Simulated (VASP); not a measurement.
Set up this calculation in VASP 6.6.1, as the native input.

```
Task                   : single point
Functional             : LDA
Potentials or basis    : VASP PAW LDA potentials, release 64 (Ga_d, Si)
Cutoff                 : 520 eV
k mesh                 : 1 × 1 × 1
Occupations            : gaussian, width 0.05 eV
Spin                   : collinear spin
Dipole correction      : no
Further INCAR settings : LREAL = Auto; ALGO = Normal; EDIFF = 1e-06; NBANDS = 172
```

The structure of GaSi62 (a cell with a defect) lies in POSCAR:

```
GaSi62
1.0
   10.8600000000      0.0000000000      0.0000000000
    0.0000000000     10.8600000000      0.0000000000
    0.0000000000      0.0000000000     10.8600000000
Ga Si
1 62
Direct
    0.3707282760      0.1292717240     -0.1292717240
    0.6234408435      0.1258500788      0.1234408435
    0.7491476075      0.2496908014     -0.0018406326
    0.8743706410      0.3745061587      0.1267341273
    0.7476743225      0.0008053542      0.2476743225
    0.8752066737      0.1243575642      0.3752066737
   -0.0002822747      0.0001081787     -0.0001081787
    0.1227282765      0.1253483758      0.1270639235
    0.2497693038      0.2502306962      0.0073564038
    0.3746516242      0.3772717235      0.1270639235
    0.4998918213      0.5002822747     -0.0001081787
    0.6243080896      0.6260080755      0.1243080896
    0.7476743225      0.7523256775     -0.0008053542
    0.8739919245      0.8756919104      0.1243080896
    0.2503091986      0.0018406326      0.2491476075
    0.3752818170      0.1247181830      0.3754609239
    0.4981593674      0.2496908014      0.2491476075
    0.6267341273      0.3745061587      0.3743706410
    0.7494489067      0.5013237866      0.2494489067
    0.8755622295      0.6244377705      0.3755622295
    0.4998918213      0.0001081787      0.4997177253
    0.6270639235      0.1253483758      0.6227282765
    0.7517288710      0.2500190158      0.4986031467
    0.8762076787      0.3743766120      0.6256233880
    0.7491476075      0.0018406326      0.7503091986
    0.8754609239      0.1247181830      0.8752818170
    0.0003318865      0.4996681135      0.0005331120
    0.1254938413      0.6256293590      0.1267341273
    0.2503091986      0.7508523925     -0.0018406326
    0.3741499212      0.8765591565      0.1234408435
   -0.0013968533      0.2500190158      0.2517288710
    0.1256233880      0.3743766120      0.3762076787
    0.2499809842      0.5013968533      0.2517288710
    0.3756424358      0.6247933263      0.3752066737
    0.4991946458      0.7523256775      0.2476743225
    0.6243080896      0.8756919104      0.3739919245
    0.0003318865     -0.0005331120      0.5003318865
    0.1269344716      0.1240162285      0.6269344716
    0.2508139831      0.2491860169      0.5010446382
    0.3759837715      0.3730655284      0.6269344716
    0.5005331120      0.4996681135      0.5003318865
    0.6267341273      0.6256293590      0.6254938413
    0.7494489067      0.7505510933      0.4986762134
    0.8743706410      0.8732658727      0.6254938413
    0.2497693038     -0.0073564038      0.7497693038
    0.5073564038      0.2502306962      0.7497693038
    0.6270639235      0.3772717235      0.8746516242
    0.7517288710      0.5013968533      0.7499809842
    0.8752066737      0.6247933263      0.8756424358
   -0.0013237866      0.7505510933      0.2494489067
    0.1254938413      0.8732658727      0.3743706410
    0.0003558672      0.4996441328      0.5003558672
    0.1256233880      0.6237923213      0.6256233880
    0.2499809842      0.7482711290      0.4986031467
    0.3746516242      0.8729360765      0.6227282765
    0.0010446382      0.2491860169      0.7508139831
    0.1269344716      0.3730655284      0.8759837715
    0.2508139831      0.4989553618      0.7508139831
    0.3752818170      0.6245390761      0.8752818170
    0.4981593674      0.7508523925      0.7503091986
    0.6234408435      0.8765591565      0.8741499212
   -0.0013968533      0.7482711290      0.7499809842
    0.1227282765      0.8729360765      0.8746516242
```

The input as run:

INCAR

```
SYSTEM = GaSi62
  ALGO = Normal
  EDIFF = 1E-6
  ENCUT = 520
  GGA = CA
  ISIF = 2
  ISMEAR = 0
  ISPIN = 2
  LASPH = .TRUE.
  LCHARG = .FALSE.
  LORBIT = 11
  LREAL = Auto
  LWAVE = .FALSE.
  MAGMOM = 1 0 0 0 0 0 0 0 0 0 0 0 0 0 0 0 0 0 0 0 0 0 0 0 0 0 0 0 0 0 0 0 0 0 0 0 0 0 0 0 0 0 0 0 0 0 0 0 0 0 0 0 0 0 0 0 0 0 0 0 0 0 0
  NBANDS = 172
  NELM = 150
  PREC = Accurate
  SIGMA = 0.05
```

KPOINTS

```
k-points
0
G
  1 1 1
  0 0 0
```

Potentials or basis: VASP PAW LDA potentials, release 64 (Ga_d, Si).

Command:

```console
$ cat potpaw_LDA.64/Ga_d/POTCAR potpaw_LDA.64/Si/POTCAR > POTCAR
$ mpirun -np 1 vasp_gam > vasp.out
```

Results of the run:

| Item | Value |
| --- | --- |
| Pressure | -1.0 GPa |
| Largest force | 0.029 eV/Å |
| Band gap on the k mesh | 0.80 eV |
| Net moment | 0.02 μB per cell |
| Valence electrons inside the program's atomic spheres | Ga 11.71; Si 1.65, 1.70, 1.71, 1.72 (each value once) |

Caveat: the k points lie up to 0.58 Å⁻¹ apart.

Run time: 30 min on 1 thread of Intel Xeon 8259CL, on a shared host, peak memory 0.91 GiB.
